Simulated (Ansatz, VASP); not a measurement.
# SnO in VASP and in Ansatz

The input POSCAR:

```
SnO
1.0
    3.4232701772      0.0000000000      0.0000000000
   -1.7116350886      2.9646389374      0.0000000000
    0.0000000000      0.0000000000      6.4179554290
Sn O
2 2
Direct
    0.0000000000      0.0000000000      0.0000000000
    0.0000000000      0.0000000000      0.5000000000
    0.3333333333      0.6666666667      0.2500000000
    0.6666666667      0.3333333333      0.7500000000
```

The input INCAR.step1:

```
SYSTEM = SnO
PREC     = Accurate       ! precision mode
ENCUT    = 520            ! plane-wave cutoff, eV
ISMEAR   = 1              ! smearing method
SIGMA    = 0.2            ! smearing width, eV
LREAL    = .FALSE.        ! projectors in reciprocal space
LASPH    = .TRUE.         ! aspherical terms in the spheres
NELM     = 60             ! most SCF steps
NBANDS   = 28             ! bands
GGA      = PE             ! functional
ALGO     = Normal         ! electronic algorithm
EDIFF    = 1E-4           ! SCF threshold, eV
LWAVE    = .TRUE.         ! write WAVECAR
LCHARG   = .FALSE.        ! write CHGCAR
```

The input INCAR.step2:

```
SYSTEM = SnO
PREC     = Accurate       ! precision mode
ENCUT    = 520            ! plane-wave cutoff, eV
EDIFF    = 1E-7           ! SCF threshold, eV
ISMEAR   = 1              ! smearing method
SIGMA    = 0.2            ! smearing width, eV
LREAL    = .FALSE.        ! projectors in reciprocal space
LASPH    = .TRUE.         ! aspherical terms in the spheres
NELM     = 60             ! most SCF steps
ALGO     = Normal         ! electronic algorithm
ISIF     = 2              ! what is computed and relaxed
LWAVE    = .FALSE.        ! write WAVECAR
LCHARG   = .FALSE.        ! write CHGCAR
METAGGA  = R2SCAN         ! meta-GGA
LMIXTAU  = .TRUE.       
NBANDS   = 28             ! bands
ISTART   = 1
```

Contents of KPOINTS:

```
regular mesh
0
G
  6 6 4
  0 0 0
```

Input for Ansatz:

```yaml
crystal:
  lattice:
    - [3.4232701772, 0.0, 0.0]
    - [-1.7116350886, 2.9646389374, 0.0]
    - [0.0, 0.0, 6.417955429]
  atoms:
    - { symbol: Sn, position: [0.0, 0.0, 0.0] }
    - { symbol: Sn, position: [0.0, 0.0, 0.5] }
    - { symbol: O, position: [0.3333333333, 0.6666666667, 0.25] }
    - { symbol: O, position: [0.6666666667, 0.3333333333, 0.75] }
kpoints:
  mp_grid: { grid: [6, 6, 4] }
hamiltonian:
  xc: r2scan
scf:
  occupations: { method: cold, width: 0.2 }
  n_extra_bands: 5
output:
  forces: true
  stress: true
  eigenvalues: true
```

Alike in both runs: task single point; functional r2SCAN; k mesh 6 × 6 × 4; no spin polarisation.

```csv
,VASP,Ansatz
version,VASP 6.6.1,Ansatz 0.2.0
potentials or method,"VASP PAW PBE potentials, release 64 (Sn_d, O)",plane waves
plane-wave cutoff (eV),520,500
occupations,"methfessel-paxton of order 1, width 0.2 eV","cold, width 0.2 eV"
valence electrons in the cell,40,40
```

|  | VASP | Ansatz | Ansatz less VASP |
| --- | --- | --- | --- |
| pressure (GPa) | 0.3 | 0.1 | -0.19 |
| traceless stress, the component that is largest in VASP (GPa) | 0.44 | 0.40 | -0.039 |

VASP's potentials were made for PBE, not for r2SCAN.
